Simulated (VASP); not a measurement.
Here is a VASP 6.6.1 calculation.

Contents of INCAR:

```
ALGO = Normal ; EDIFF = 1E-7
ENCUT = 520 ; GGA = PE
GGA_COMPAT = False ; ISIF = 2
ISMEAR = -1 ; LASPH = True
LCHARG = False ; LORBIT = 11
LORBMOM = True ; LREAL = False
LSORBIT = True ; LWAVE = False
MAGMOM = 0 0 0 0 0 0 ; NBANDS = 28
NELM = 150 ; PREC = Accurate
SIGMA = 0.05
```

KPOINTS

```
k-points
0
Gamma
  5 5 5
```

The input POSCAR:

```
CaSe
1.0
    0.0000000000      3.3000000000      3.3000000000
    3.3000000000      0.0000000000      3.3000000000
    3.3000000000      3.3000000000      0.0000000000
Se Ca
1 1
Direct
    0.2500000000      0.2500000000      0.2500000000
    0.0000000000      0.0000000000      0.0000000000
```

Potentials or basis: VASP PAW PBE potentials, release 64 (Se, Ca_sv).

Command:

```sh
$ cat potpaw_PBE.64/Se/POTCAR potpaw_PBE.64/Ca_sv/POTCAR > POTCAR
$ mpirun -np 1 vasp_ncl > vasp.out
```

Problem. Estimate the pressure.

Solution. -0.1 GPa.

Problem. Estimate the net moment.

Solution. 0.00 μB per cell.

Moments on the atoms (μB; x, y, z):
```
Se  0.00 0.00 0.00
Ca  0.00 0.00 0.00
```
